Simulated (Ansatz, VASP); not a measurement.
# Ta: VASP beside Ansatz

```
CELL_PARAMETERS angstrom
0.00000 2.08827 2.08827
2.08827 0.00000 2.08827
2.08827 2.08827 0.00000
ATOMIC_POSITIONS crystal
Ta 0.00000 0.00000 0.00000
```

Alike in both runs: functional PBEsol; k mesh 17 × 17 × 17; occupations fermi-dirac, width 0.08 eV; no spin polarisation.

Ansatz relaxed the structure, and its values are those at the end. VASP's run is a single point on that final structure, the one shown.

|  | VASP | Ansatz |
| --- | --- | --- |
| version | VASP 6.6.1 | Ansatz 0.2.0 |
| potentials or method | VASP PAW PBE potentials, release 64 (Ta_pv) | PAW with Ansatz's default frozen-core files, scalar-relativistic |
| plane-wave cutoff (eV) | 520 | 420 |
| valence electrons in the cell | 11 | 13 |

Ansatz gave:

* pressure (GPa): 0.0

Q: What did VASP give for the same quantities?

A: Pressure (GPa): 0.1.

VASP's potentials were made for PBE, not for PBEsol. With one functional, cell and mesh, what is left measures potentials, basis and numerics. VASP's potentials hold 11 valence electrons a cell and Ansatz's 13, so a difference there can come from the potentials and not from the codes.

Spin-orbit coupling is off throughout.
